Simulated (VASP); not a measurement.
# Br (Fd-3m) in VASP: single point with PBE

Aim: the single point of Br with PBE.

Program: VASP 6.6.1. These are calculated values, not measurements. Logs are shortened: lines on timing, memory, paths and dates and some standing lists are left out, and cuts for length are marked.

### 1 The cell of the first run

Symmetry: Fd-3m, No. 227, cubic system. The conventional cell has a = 6.463 Å, b = 6.463 Å, c = 6.463 Å, α = 90.00°, β = 90.00°, γ = 90.00°. Within 3.7 Å of Br (site symmetry -43m) lie 4 Br at 2.80 Å.

### 2 Single point, PBE

Input file INCAR:

```
ALGO = Normal
EDIFF = 1E-7
ENCUT = 520
GGA = PE
ISIF = 2
ISMEAR = -1
LASPH = T
LCHARG = F
LREAL = F
LWAVE = F
NBANDS = 14
NELM = 60
PREC = Accurate
SIGMA = 0.05
```

Input file KPOINTS:

```
k-points
0
Gamma
  8 8 8
```

Input file POSCAR:

```
Br
1.0
    0.0000000000      3.2316520351      3.2316520351
    3.2316520351      0.0000000000      3.2316520351
    3.2316520351      3.2316520351      0.0000000000
Br
2
Direct
   -0.1250000000     -0.1250000000     -0.1250000000
    0.1250000000      0.1250000000      0.1250000000
```

Potentials or basis: VASP PAW PBE potentials, release 64 (Br).

Started as:

```sh
$ cat potpaw_PBE.64/Br/POTCAR > POTCAR
$ mpirun -np 1 vasp_std > vasp.out
```

OUTCAR:

```text
EDIFF = 1E-7
   ENCUT = 520
   GGA = PE
   ISIF = 2
   ISMEAR = -1
   LASPH = T
   LREAL = F
   NELM = 60
   PREC = Accurate

 ion  position               nearest neighbor table
   1  0.875  0.875  0.875-
   2  0.125  0.125  0.125-

  LATTYP: Found a face centered cubic cell.
 ALAT       =     6.4633040702

  Lattice vectors:

 A1 = (   0.0000000000,   3.2316520351,   3.2316520351)
 A2 = (   3.2316520351,   0.0000000000,   3.2316520351)
 A3 = (   3.2316520351,   3.2316520351,   0.0000000000)

Analysis of symmetry for initial positions (statically):
=====================================================================
 Subroutine PRICEL returns:
 Original cell was already a primitive cell.

 Routine SETGRP: Setting up the symmetry group for a
 face centered cubic supercell.

 Subroutine GETGRP returns: Found 48 space group operations
 (whereof 12 operations were pure point group operations)
 out of a pool of 48 trial point group operations.

The static configuration has the point symmetry D_3d.
 The point group associated with its full space group is O_h .

Analysis of symmetry for dynamics (positions and initial velocities):
=====================================================================
 Subroutine PRICEL returns:
 Original cell was already a primitive cell.

 Routine SETGRP: Setting up the symmetry group for a
 face centered cubic supercell.

 Subroutine GETGRP returns: Found 48 space group operations
 (whereof 12 operations were pure point group operations)
 out of a pool of 48 trial point group operations.

The dynamic configuration has the point symmetry D_3d.
 The point group associated with its full space group is O_h .

 Subroutine INISYM returns: Found 48 space group operations
 (whereof 12 operations are pure point group operations),
 and found     1 'primitive' translations

----------------------------------------------------------------------------------------

                                     Primitive cell

  volume of cell :      67.5000

  direct lattice vectors                    reciprocal lattice vectors
     0.000000000  3.231652035  3.231652035    -0.154719628  0.154719628  0.154719628
     3.231652035  0.000000000  3.231652035     0.154719628 -0.154719628  0.154719628
     3.231652035  3.231652035  0.000000000     0.154719628  0.154719628 -0.154719628

  length of vectors
     4.570246137  4.570246137  4.570246137     0.267982256  0.267982256  0.267982256
[... 84 lines left out ...]
   NSW    =      0    number of steps for IOM
   IBRION =     -1    ionic relax: 0-MD 1-quasi-New 2-CG
   NFREE  =      0    steps in history (QN), initial steepest desc. (CG)
   ISIF   =      2    stress and relaxation
   ISYM   =      2    0-nonsym 1-usesym 2-fastsym
   POTIM  = 0.5000    time-step for ionic-motion
   TEBEG  =    0.0;   TEEND  =   0.0 temperature during run
   PSTRESS=    0.0 pullay stress
   NELECT =      14.0000    total number of electrons
   NUPDOWN=      -1.0000    fix difference up-down
   EMIN   =  10.00;   EMAX   =-10.00  energy-range for DOS
   EFERMI =   0.00;   METHOD = LEGACY
   ISMEAR =    -1;   SIGMA  =   0.05  broadening in eV -4-tet -1-fermi 0-gaus
   EFERMI_NEDOS =   21; number of points for ismear=-14 and -15
   IALGO  =     38    algorithm
   IMIX   =      4    mixing-type and parameters
     AMIX     =   0.40;   BMIX     =  1.00
     AMIX_MAG =   1.60;   BMIX_MAG =  1.00
  volume/ion in A,a.u.               =      33.75       227.76
  Fermi-wavevector in a.u.,A,eV,Ry     =   0.969058  1.831253 12.776858  0.939073
  Thomas-Fermi vector in A             =   2.099079
   LORBIT       =      0    0 simple, 1 ext, 2 COOP (PROOUT), +10 PAW based schemes
   GGA     = PE    functional components
   LHFCALC =     F    Hartree Fock is set to
   AEXX    =    0.0000 exact exchange contribution
   IVDW    =     0    specifies the selected vdW correction
   LEPSILON=     F    determine dielectric tensor
   LRPA    =     F    only Hartree local field effects (RPA)
 non-spin polarized calculation
  energy-cutoff  :      520.00
  volume of cell :       67.50
 maximum number of plane-waves:      1840
 NGX is ok and might be reduce to    36
   NGX = 17   NGY = 17   NGZ = 17

 number of electron      14.0000003 magnetization

 Free energy of the ion-electron system (eV)
  ---------------------------------------------------
  ext. energy  EPLUGINS =         0.00000000
  ---------------------------------------------------
  free energy    TOTEN  =        -1.72256738 eV

  energy without entropy =       -1.69514111  energy(sigma->0) =       -1.70885424

 E-fermi :   0.7586     XC(G=0):  -7.7312

 val. band max:        0.7304597639   @ k =   0.5000   0.0000   0.0000
 cond. band min:       0.7852314967   @ k =  -0.2500   0.3750   0.1250
 fundamental gap:      0.0547717328
 Fermi energy:         0.7586345745

 k-point     1 :       0.0000    0.0000    0.0000
  band No.  band energies     occupation
      1     -15.6895      2.00000
      2     -12.3363      2.00000
      3      -2.9954      2.00000
      4      -2.9954      2.00000
      5      -2.9954      2.00000
      6      -0.6103      2.00000
      7      -0.6103      2.00000
      8      -0.6103      2.00000
      9       5.6375      0.00000
     10       9.2832      0.00000
     11       9.2832      0.00000
     12      11.1033      0.00000
     13      11.1033      0.00000
     14      11.1033      0.00000
[... 377 lines left out ...]
      1     -14.7794      2.00000
      2     -13.6548      2.00000
      3      -4.2758      2.00000
      4      -3.7817      2.00000
      5      -2.4399      2.00000
      6      -0.4334      2.00000
      7       0.6075      1.90714
      8       0.9971      0.01685
      9       7.3625      0.00000
     10       7.9690      0.00000
     11       9.5015      0.00000
     12      10.4078      0.00000
     13      11.8893      0.00000
     14      13.0794      0.00000

 [... further k-points ...]
[... 5 lines left out ...]
  --------------------------------------------------------------------------------------
  -------------------------------------------------------------------------------------
  Total        2.8036163      2.8036163      2.8036163      0.0000000      0.0000000     -0.0000000
  in kB       66.5465253     66.5465253     66.5465253      0.0000000      0.0000000     -0.0000000
  external PRESSURE =      66.5465253 kB  Pullay stress =       0.0000000 kB

 VOLUME and BASIS-vectors are now :
 -----------------------------------------------------------------------------
  energy-cutoff  :      520.00
  volume of cell :       67.50
      direct lattice vectors                 reciprocal lattice vectors
     0.000000000  3.231652035  3.231652035    -0.154719628  0.154719628  0.154719628
     3.231652035  0.000000000  3.231652035     0.154719628 -0.154719628  0.154719628
     3.231652035  3.231652035  0.000000000     0.154719628  0.154719628 -0.154719628

 POSITION                                       TOTAL-FORCE (eV/Angst)
 -----------------------------------------------------------------------------------
      5.65539      5.65539      5.65539        -0.000000     -0.000000     -0.000000
      0.80791      0.80791      0.80791         0.000000      0.000000      0.000000
 -----------------------------------------------------------------------------------
    total drift:                                0.000000      0.000000      0.000000

  FREE ENERGIE OF THE ION-ELECTRON SYSTEM (eV)
  ---------------------------------------------------
  free  energy   TOTEN  =        -1.7225673765 eV

  energy  without entropy=       -1.6951411060  energy(sigma->0) =       -1.70885424
```

OSZICAR:

```text
N       E                     dE             d eps       ncg     rms          rms(c)
DAV:   1     0.787981945219E+02    0.78798E+02   -0.56236E+03   812   0.820E+02
DAV:   2     0.350204466670E+01   -0.75296E+02   -0.70618E+02  1156   0.145E+02
DAV:   3    -0.167292688249E+01   -0.51750E+01   -0.51131E+01  1046   0.431E+01
DAV:   4    -0.172120708026E+01   -0.48280E-01   -0.48261E-01   974   0.493E+00
DAV:   5    -0.172166310078E+01   -0.45602E-03   -0.45597E-03  1076   0.481E-01    0.104E+01
DAV:   6    -0.172193485425E+01   -0.27175E-03   -0.81706E-04  1010   0.176E-01    0.624E+00
DAV:   7    -0.172251715682E+01   -0.58230E-03   -0.15027E-03   998   0.237E-01    0.375E-02
DAV:   8    -0.172254781540E+01   -0.30659E-04   -0.32041E-05  1010   0.401E-02    0.162E-02
DAV:   9    -0.172256466262E+01   -0.16847E-04   -0.13616E-05   920   0.286E-02    0.114E-02
DAV:  10    -0.172256699549E+01   -0.23329E-05   -0.22390E-06  1016   0.903E-03    0.108E-02
DAV:  11    -0.172256737218E+01   -0.37669E-06   -0.54092E-07   876   0.575E-03    0.284E-04
DAV:  12    -0.172256737650E+01   -0.43127E-08   -0.18368E-08   808   0.107E-03
   1 F= -.17225674E+01 E0= -.17088542E+01  d E =-.274263E-01
```

stdout:

```text
POSCAR found type information on POSCAR Br
 POSCAR found :  1 types and       2 ions
 scaLAPACK will be used
 LDA part: xc-table for (Slater+PW92), standard interpolation
 POSCAR, INCAR and KPOINTS ok, starting setup
 FFT: planning ... GRIDC
 FFT: planning ... GRID_SOFT
 FFT: planning ... GRID
 WAVECAR not read
 entering main loop
```

Wall time 12 s (1 thread of Intel Xeon 6975P-C (Granite Rapids), shared host); peak memory 0.19 GiB.

What came out:

```
Free energy            : -1.7226 eV
Pressure               : 6.7 GPa
Band gap on the k mesh : zero (band 7 reaches 1.32 eV, above the bottom of band 8 at -0.61 eV)
```

Levels at points of the mesh, in eV from the Fermi level:
| k point | band 4 | band 5 | band 6 | band 7 | band 8 | band 9 | band 10 | band 11 |
| --- | --- | --- | --- | --- | --- | --- | --- | --- |
| (0.00, 0.00, 0.00) | -3.75 | -3.75 | -1.37 | -1.37 | -1.37 | 4.88 | 8.52 | 8.52 |
| (0.50, 0.00, 0.00) | -4.29 | -4.29 | -0.56 | -0.56 | -0.03 | 7.34 | 7.65 | 8.54 |
| (0.50, 0.50, 0.00) | -4.87 | -2.51 | -2.51 | 0.57 | 0.57 | 6.64 | 6.64 | 10.41 |
